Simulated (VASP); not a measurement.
# Si16Au (a cell with a defect) in VASP: single point with PBE

Aim: the single point of Si16Au (a cell with a defect) with PBE.

Everything below comes from runs of VASP 6.6.1. Logs are shortened: lines on timing, memory, paths and dates and some standing lists are left out, and cuts for length are marked.

### Step 1. The cell of the first run

The cell holds a defect, 17 atoms: a = 7.679 Å, b = 7.679 Å, c = 7.679 Å, α = 60.00°, β = 60.00°, γ = 60.00°.

### Step 2. Single point, PBE, collinear spin, ferromagnetic start

INCAR reads:

```
SYSTEM = Si16Au
PREC = Accurate
ENCUT = 520
EDIFF = 1E-6
ISMEAR = 0
SIGMA = 0.05
LREAL = Auto
LASPH = .True.
NELM = 150
ALGO = Normal
ISIF = 2
LWAVE = .False.
LCHARG = .False.
ISPIN = 2
MAGMOM = 0 0 0 0 0 0 0 0 0 0 0 0 0 0 0 0 1
LORBIT = 11
LMAXMIX = 4
GGA = PE
NBANDS = 56
```

KPOINTS reads:

```
regular mesh
0
Gamma
  2 2 2
  0 0 0
```

POSCAR reads:

```
Si16Au
1.0
    0.0000000000      5.4300000000      5.4300000000
    5.4300000000      0.0000000000      5.4300000000
    5.4300000000      5.4300000000      0.0000000000
Si Au
16 1
Direct
   -0.0207118107     -0.0206520769     -0.0206320315
    0.1028378647      0.1028214888      0.1028285568
    0.0104051339      0.0086391972      0.4632812231
    0.1234511915      0.1235895537      0.6064273449
    0.0103294984      0.4632784269      0.0086751204
    0.1234132569      0.6063923623      0.1236085161
    0.0131395345      0.4946747722      0.4946874904
    0.1564061405      0.6084212878      0.6084767743
    0.4634271162      0.0087237341      0.0086342083
    0.6062074992      0.1227249988      0.1227115667
    0.4948845321      0.0117400314      0.4939679894
    0.6085626396      0.1545889268      0.6086603966
    0.4948473895      0.4939871457      0.0117058204
    0.6084818624      0.6087489714      0.1545235909
    0.5169671022      0.5148297883      0.5147685076
    0.6397038170      0.6386231065      0.6386032298
    0.8088964319      0.8079819850      0.8079777959
```

Potentials or basis: VASP PAW PBE potentials, release 64 (Si, Au).

The run is started by

```
> cat potpaw_PBE.64/Si/POTCAR potpaw_PBE.64/Au/POTCAR > POTCAR
> mpirun -np 1 vasp_std > vasp.out
```

OUTCAR:

```text
SYSTEM = Si16Au
   PREC = Accurate
   ENCUT = 520
   EDIFF = 1E-6
   ISMEAR = 0
   LREAL = Auto
   LASPH = .True.
   NELM = 150
   ISIF = 2
   ISPIN = 2
   LORBIT = 11
   GGA = PE

 ion  position               nearest neighbor table
   1  0.979  0.979  0.979-   2 2.32  10 2.35   4 2.35   6 2.35  17 3.22
   2  0.103  0.103  0.103-   9 2.29   5 2.29   3 2.29   1 2.32
   3  0.010  0.009  0.463-   2 2.29   4 2.33  17 2.45   8 2.51  12 2.52
   4  0.123  0.124  0.606-   3 2.33   7 2.33  11 2.33   1 2.35
   5  0.010  0.463  0.009-   2 2.29   6 2.33  17 2.45   8 2.51  14 2.52
   6  0.123  0.606  0.124-   5 2.33   7 2.33  13 2.33   1 2.35
   7  0.013  0.495  0.495-   8 2.33   6 2.33   4 2.33  16 2.36
   8  0.156  0.608  0.608-  15 2.29   7 2.33  17 2.45   5 2.51   3 2.51
   9  0.463  0.009  0.009-   2 2.29  10 2.33  17 2.45  14 2.51  12 2.51
  10  0.606  0.123  0.123-   9 2.33  11 2.33  13 2.33   1 2.35
  11  0.495  0.012  0.494-  12 2.33  10 2.33   4 2.33  16 2.36
  12  0.609  0.155  0.609-  15 2.29  11 2.33  17 2.45   9 2.51   3 2.52
  13  0.495  0.494  0.012-  14 2.33  10 2.33   6 2.33  16 2.36
  14  0.608  0.609  0.155-  15 2.29  13 2.33  17 2.45   9 2.51   5 2.52
  15  0.517  0.515  0.515-  12 2.29  14 2.29   8 2.29  16 2.32
  16  0.640  0.639  0.639-  15 2.32  13 2.36  11 2.36   7 2.36  17 3.18
  17  0.809  0.808  0.808-  14 2.45  12 2.45   5 2.45   3 2.45   9 2.45   8 2.45  16 3.18   1 3.22

  LATTYP: Found a face centered cubic cell.
 ALAT       =    10.8600000000

  Lattice vectors:

 A1 = (   0.0000000000,   5.4300000000,   5.4300000000)
 A2 = (   5.4300000000,   0.0000000000,   5.4300000000)
 A3 = (   5.4300000000,   5.4300000000,   0.0000000000)

Analysis of symmetry for initial positions (statically):
=====================================================================
 Subroutine PRICEL returns:
 Original cell was already a primitive cell.

 Routine SETGRP: Setting up the symmetry group for a
 face centered cubic supercell.

 Subroutine GETGRP returns: Found  1 space group operations
 (whereof  1 operations were pure point group operations)
 out of a pool of 48 trial point group operations.

The static configuration has the point symmetry C_1 .

Analysis of symmetry for dynamics (positions and initial velocities):
=====================================================================
 Subroutine PRICEL returns:
 Original cell was already a primitive cell.

 Routine SETGRP: Setting up the symmetry group for a
 face centered cubic supercell.

 Subroutine GETGRP returns: Found  1 space group operations
 (whereof  1 operations were pure point group operations)
 out of a pool of 48 trial point group operations.

The dynamic configuration has the point symmetry C_1 .

Analysis of structural, dynamic, and magnetic symmetry:
=====================================================================
 Subroutine PRICEL returns:
 Original cell was already a primitive cell.

 Routine SETGRP: Setting up the symmetry group for a
 face centered cubic supercell.

 Subroutine GETGRP returns: Found  1 space group operations
 (whereof  1 operations were pure point group operations)
 out of a pool of 48 trial point group operations.

The overall configuration has the point symmetry C_1 .

 Subroutine INISYM returns: Found  1 space group operations
 (whereof  1 operations are pure point group operations),
 and found     1 'primitive' translations

----------------------------------------------------------------------------------------

                                     Primitive cell

  volume of cell :     320.2060

  direct lattice vectors                    reciprocal lattice vectors
     0.000000000  5.430000000  5.430000000    -0.092081031  0.092081031  0.092081031
     5.430000000  0.000000000  5.430000000     0.092081031 -0.092081031  0.092081031
     5.430000000  5.430000000  0.000000000     0.092081031  0.092081031 -0.092081031

  length of vectors
     7.679179644  7.679179644  7.679179644     0.159489025  0.159489025  0.159489025

  position of ions in fractional coordinates (direct lattice)
     0.979288189  0.979347923  0.979367969
     0.102837865  0.102821489  0.102828557
     0.010405134  0.008639197  0.463281223
     0.123451192  0.123589554  0.606427345
[... 76 lines left out ...]
   NGX,Y,Z   is equivalent  to a cutoff of  12.99, 12.99, 12.99 a.u.
   NGXF,Y,Z  is equivalent  to a cutoff of  25.98, 25.98, 25.98 a.u.
 SYSTEM =  Si16Au
   PREC   = accura    normal or accurate (medium, high low for compatibility)
   ISTART =      0    job   : 0-new  1-cont  2-samecut
   ICHARG =      2    charge: 1-file 2-atom 10-const
   ISPIN  =      2    spin polarized calculation?
   LNONCOLLINEAR =      F non collinear calculations
   LSORBIT =      F    spin-orbit coupling
   LASPH  =      T    aspherical Exc in radial PAW
   ENCUT  =  520.0 eV  38.22 Ry    6.18 a.u.  14.28 14.28 14.28*2*pi/ulx,y,z
   NELM   =    150;   NELMIN=  2; NELMDL= -5     # of ELM steps
   EDIFF  = 0.1E-05   stopping-criterion for ELM
   LREAL  =      T    real-space projection
   EDIFFG = 0.1E-04   stopping-criterion for IOM
   NSW    =      0    number of steps for IOM
   IBRION =     -1    ionic relax: 0-MD 1-quasi-New 2-CG
   NFREE  =      0    steps in history (QN), initial steepest desc. (CG)
   ISIF   =      2    stress and relaxation
   ISYM   =      2    0-nonsym 1-usesym 2-fastsym
   POTIM  = 0.5000    time-step for ionic-motion
   TEBEG  =    0.0;   TEEND  =   0.0 temperature during run
   PSTRESS=    0.0 pullay stress
   NELECT =      75.0000    total number of electrons
   NUPDOWN=      -1.0000    fix difference up-down
   EMIN   =  10.00;   EMAX   =-10.00  energy-range for DOS
   EFERMI =   0.00;   METHOD = LEGACY
   ISMEAR =     0;   SIGMA  =   0.05  broadening in eV -4-tet -1-fermi 0-gaus
   EFERMI_NEDOS =   21; number of points for ismear=-14 and -15
   IALGO  =     38    algorithm
   IMIX   =      4    mixing-type and parameters
     AMIX     =   0.40;   BMIX     =  1.00
     AMIX_MAG =   1.60;   BMIX_MAG =  1.00
  volume/ion in A,a.u.               =      18.84       127.11
  Fermi-wavevector in a.u.,A,eV,Ry     =   1.009142  1.907001 13.855720  1.018367
  Thomas-Fermi vector in A             =   2.142052
   LORBIT       =     11    0 simple, 1 ext, 2 COOP (PROOUT), +10 PAW based schemes
   GGA     = PE    functional components
   LHFCALC =     F    Hartree Fock is set to
   AEXX    =    0.0000 exact exchange contribution
   IVDW    =     0    specifies the selected vdW correction
   LEPSILON=     F    determine dielectric tensor
   LRPA    =     F    only Hartree local field effects (RPA)
 spin polarized calculation
 Gauss-broadening in eV      SIGMA  =   0.05
  energy-cutoff  :      520.00
  volume of cell :      320.21
 maximum number of plane-waves:      8646
 NGX is ok and might be reduce to    60
   NGX = 29   NGY = 29   NGZ = 29

 number of electron      75.0000001 magnetization       0.0009652

 number of electron      75.0000001 magnetization      -0.0000276

 Free energy of the ion-electron system (eV)
  ---------------------------------------------------
  ext. energy  EPLUGINS =         0.00000000
  ---------------------------------------------------
  free energy    TOTEN  =       -86.02592520 eV

  energy without entropy =      -86.01849680  energy(sigma->0) =      -86.02221100

 E-fermi :   7.1607     XC(G=0):  -9.8080

 val. band max:        7.1514424776   @ k =   0.0000   0.0000   0.0000
 cond. band min:       7.1674321292   @ k =   0.0000   0.0000   0.0000
 fundamental gap:      0.0159896517
 Fermi energy:         7.1606848189

 spin component 1

 k-point     1 :       0.0000    0.0000    0.0000
  band No.  band energies     occupation
      1      -5.8006      1.00000
      2      -3.5131      1.00000
      3      -3.3543      1.00000
      4      -3.1907      1.00000
      5      -3.1787      1.00000
      6      -2.1896      1.00000
[... 405 lines left out ...]
     48      10.5981      0.00000
     49      10.6089      0.00000
 Fermi energy:         7.1606848189

 spin component 2

 k-point     1 :       0.0000    0.0000    0.0000
  band No.  band energies     occupation
      1      -5.8006      1.00000
      2      -3.5131      1.00000
      3      -3.3543      1.00000
      4      -3.1907      1.00000
      5      -3.1787      1.00000
      6      -2.1896      1.00000
[... 405 lines left out ...]
     48      10.5981      0.00000
     49      10.6089      0.00000
 [bands above 49 left out]

------------------------ aborting loop because EDIFF is reached ----------------------------------------

  FORCE on cell =-STRESS in cart. coord.  units (eV):
  Direction    XX          YY          ZZ          XY          YZ          ZX
  --------------------------------------------------------------------------------------
  -------------------------------------------------------------------------------------
  Total       13.2164899     12.9927350     12.9905800     -0.6604055     -0.7632346     -0.6609903
  in kB       66.1298025     65.0102262     64.9994436     -3.3043939     -3.8189074     -3.3073197
  external PRESSURE =      65.3798241 kB  Pullay stress =       0.0000000 kB

 VOLUME and BASIS-vectors are now :
 -----------------------------------------------------------------------------
  energy-cutoff  :      520.00
  volume of cell :      320.21
      direct lattice vectors                 reciprocal lattice vectors
     0.000000000  5.430000000  5.430000000    -0.092081031  0.092081031  0.092081031
     5.430000000  0.000000000  5.430000000     0.092081031 -0.092081031  0.092081031
     5.430000000  5.430000000  0.000000000     0.092081031  0.092081031 -0.092081031

 POSITION                                       TOTAL-FORCE (eV/Angst)
 -----------------------------------------------------------------------------------
     10.63583     10.63550     10.63539        -0.005377      0.002668      0.002329
      1.11668      1.11677      1.11673         0.019018      0.001725      0.001562
      2.56253      2.57212      0.10341         0.011409     -0.006766     -0.029129
      3.96399      3.96324      1.34143        -0.013170      0.001779     -0.010504
      2.56271      0.10320      2.57169         0.011096     -0.029335     -0.006833
      3.96390      1.34133      3.96284        -0.012481     -0.010384      0.002726
[... 9 lines left out ...]
      6.93534      6.94121      6.94132         0.010478      0.010240      0.010653
      8.77466      8.77963      8.77965        -0.001666      0.007459      0.009156
 -----------------------------------------------------------------------------------
    total drift:                                0.003985      0.003877      0.004699

  FREE ENERGIE OF THE ION-ELECTRON SYSTEM (eV)
  ---------------------------------------------------
  free  energy   TOTEN  =       -86.0259251966 eV

  energy  without entropy=      -86.0184968039  energy(sigma->0) =      -86.02221100

 total charge

# of ion       s       p       d       tot
------------------------------------------
    1        0.746   0.947   0.000   1.693
    2        0.755   0.960   0.000   1.715
    3        0.743   0.933   0.000   1.676
    4        0.745   0.956   0.000   1.700
    5        0.743   0.933   0.000   1.676
    6        0.745   0.956   0.000   1.700
[... 9 lines left out ...]
   16        0.746   0.946   0.000   1.692
   17        0.764   0.571   8.718  10.053
--------------------------------------------------
tot         12.692  15.715   8.718  37.125

 magnetization (x)

# of ion       s       p       d       tot
------------------------------------------
    1       -0.000  -0.000   0.000  -0.000
    2        0.000   0.000   0.000   0.000
    3       -0.000  -0.000   0.000  -0.000
    4       -0.000   0.000   0.000   0.000
    5       -0.000  -0.000   0.000  -0.000
    6       -0.000   0.000   0.000   0.000
[... 9 lines left out ...]
   16       -0.000  -0.000   0.000  -0.000
   17       -0.000  -0.000  -0.000  -0.000
--------------------------------------------------
tot         -0.000  -0.000  -0.000  -0.000
```

Run time: 11 min. Hardware: 1 thread of AMD EPYC 7R43 (Zen 3), shared host; peak memory 0.69 GiB.

Results:

| Quantity | Value |
| --- | --- |
| Free energy | -86.0259 eV |
| Pressure | 6.5 GPa |
| Largest force | 0.036 eV/Å |
| Net moment | 0.00 μB per cell |
| Valence electrons inside the program's atomic spheres | Si 1.69, 1.72, 1.68, 1.70; Au 10.05 |

Forces in eV/Å, atoms in the order of the input:
```
Si  -0.005  0.003  0.002
Si   0.019  0.002  0.002
Si   0.011 -0.007 -0.029
Si  -0.013  0.002 -0.011
Si   0.011 -0.029 -0.007
Si  -0.012 -0.010  0.003
Si   0.013 -0.010 -0.010
Si   0.022  0.008  0.008
Si  -0.015  0.001  0.002
Si   0.009 -0.003 -0.003
Si   0.001  0.016  0.000
Si  -0.016  0.021  0.009
Si   0.001  0.000  0.016
Si  -0.014  0.011  0.019
Si  -0.020 -0.022 -0.021
Si   0.010  0.010  0.011
Au  -0.002  0.007  0.009
```

Levels at points of the mesh, in eV from the Fermi level:
Spin up:
| k point | band 33 | band 34 | band 35 | band 36 | band 37 | band 38 | band 39 | band 40 | band 41 | band 42 |
| --- | --- | --- | --- | --- | --- | --- | --- | --- | --- | --- |
| (0.00, 0.00, 0.00) | -1.61 | -1.60 | -1.30 | -0.58 | -0.51 | -0.43 | -0.41 | -0.01 | 0.01 | 0.55 |
| (0.50, 0.00, 0.00) | -2.40 | -1.68 | -1.43 | -1.41 | -0.92 | 0.21 | 0.51 | 0.56 | 0.67 | 0.83 |
| (0.00, 0.50, 0.00) | -2.41 | -1.68 | -1.42 | -1.40 | -0.90 | 0.21 | 0.52 | 0.55 | 0.67 | 0.84 |
| (0.00, 0.00, 0.50) | -2.41 | -1.68 | -1.42 | -1.40 | -0.90 | 0.21 | 0.52 | 0.55 | 0.67 | 0.84 |
| (0.50, 0.50, 0.50) | -2.65 | -1.49 | -1.48 | -0.78 | -0.75 | -0.07 | 0.19 | 0.95 | 1.04 | 1.05 |
| (0.50, 0.50, 0.00) | -2.26 | -2.08 | -1.96 | -1.85 | -1.30 | 0.23 | 0.36 | 1.21 | 1.43 | 1.72 |
| (0.00, 0.50, 0.50) | -2.25 | -2.08 | -1.95 | -1.84 | -1.31 | 0.23 | 0.37 | 1.21 | 1.43 | 1.73 |
| (0.50, 0.00, 0.50) | -2.26 | -2.08 | -1.96 | -1.85 | -1.30 | 0.23 | 0.36 | 1.21 | 1.43 | 1.72 |
Spin down:
| k point | band 35 | band 36 | band 37 | band 38 | band 39 | band 40 |
| --- | --- | --- | --- | --- | --- | --- |
| (0.00, 0.00, 0.00) | -1.30 | -0.58 | -0.51 | -0.43 | -0.41 | -0.01 |
| (0.50, 0.00, 0.00) | -1.43 | -1.41 | -0.92 | 0.21 | 0.51 | 0.56 |
| (0.00, 0.50, 0.00) | -1.42 | -1.40 | -0.90 | 0.21 | 0.52 | 0.55 |
| (0.00, 0.00, 0.50) | -1.42 | -1.40 | -0.90 | 0.21 | 0.52 | 0.55 |
| (0.50, 0.50, 0.50) | -1.48 | -0.78 | -0.75 | -0.07 | 0.19 | 0.95 |
| (0.50, 0.50, 0.00) | -1.96 | -1.85 | -1.30 | 0.23 | 0.36 | 1.21 |
| (0.00, 0.50, 0.50) | -1.95 | -1.84 | -1.31 | 0.23 | 0.37 | 1.21 |
| (0.50, 0.00, 0.50) | -1.96 | -1.85 | -1.30 | 0.23 | 0.36 | 1.21 |

Caveat: the k points lie up to 0.50 Å⁻¹ apart; spin-orbit coupling is left out, which moves the levels of the heavy elements.
